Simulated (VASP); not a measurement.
Here is a VASP 6.6.1 calculation.

INCAR

```
SYSTEM = AlP
PREC     = Accurate       ! precision mode
ENCUT    = 500            ! plane-wave cutoff, eV
EDIFF    = 1E-7           ! SCF threshold, eV
ISMEAR   = -1             ! smearing method
SIGMA    = 0.02           ! smearing width, eV
LREAL    = .FALSE.        ! projectors in reciprocal space
LASPH    = .TRUE.         ! aspherical terms in the spheres
NELM     = 120            ! most SCF steps
ALGO     = Normal         ! electronic algorithm
ISIF     = 3              ! what is computed and relaxed
LWAVE    = .FALSE.        ! write WAVECAR
LCHARG   = .FALSE.        ! write CHGCAR
GGA      = PE             ! functional
IBRION   = 2              ! ionic algorithm
NSW      = 80             ! ionic steps
EDIFFG   = -0.01          ! ionic threshold
GGA_COMPAT= .FALSE.      
NELMIN   = 4
```

Contents of KPOINTS:

```
Automatic mesh
0
G
  8 8 8
  0 0 0
```

POSCAR

```
AlP
1.0
    0.0000000000      2.7255000000      2.7255000000
    2.7255000000      0.0000000000      2.7255000000
    2.7255000000      2.7255000000      0.0000000000
Al P
1 1
Direct
    0.0000000000      0.0000000000      0.0000000000
    0.2500000000      0.2500000000      0.2500000000
```

Potentials or basis: VASP PAW PBE potentials, release 64 (Al, P).

The run is started by

```sh
$ cat potpaw_PBE.64/Al/POTCAR potpaw_PBE.64/P/POTCAR > POTCAR
$ mpirun -np 1 vasp_std > vasp.out
```

(1) Predict the band gap on the k mesh.

(2) What does it give for the relaxed volume?

Answers

(1) 1.63 eV (least direct gap 3.09 eV).

(2) 20.86 Å³/atom.
